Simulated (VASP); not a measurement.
System: Mg.

```
CELL_PARAMETERS angstrom
14.00000 0.00000 0.00000
0.00000 14.40000 0.00000
0.00000 0.00000 14.80000
ATOMIC_POSITIONS crystal
Mg 0.50000 0.50000 0.50000
```

Base run:

| Quantity | Value |
| --- | --- |
| Program | VASP 6.6.1 |
| Functional | r2SCANh |
| Potentials or basis | VASP PAW PBE potentials, release 64 (Mg) |
| Cutoff | 520 eV |
| k mesh | 1 × 1 × 1 |
| Occupations | fermi-dirac, width 0.01 eV |
| Spin | collinear spin, zero start |
| Starting moments | [0.01] μB |

Its results: band gap on the k mesh 4.15 eV; pressure 0.0 GPa; net moment 0.00 μB per cell.

Task: The run is repeated on the same cell with these changes: functional from r2SCANh to r2SCAN. What comes out?

Result: Band gap on the k mesh 3.66 eV; pressure 0.0 GPa; net moment 0.00 μB per cell.

Caveats: the PAW data sets were made with another functional, which shifts forces and pressure a little.

A k mesh can miss the band edges.
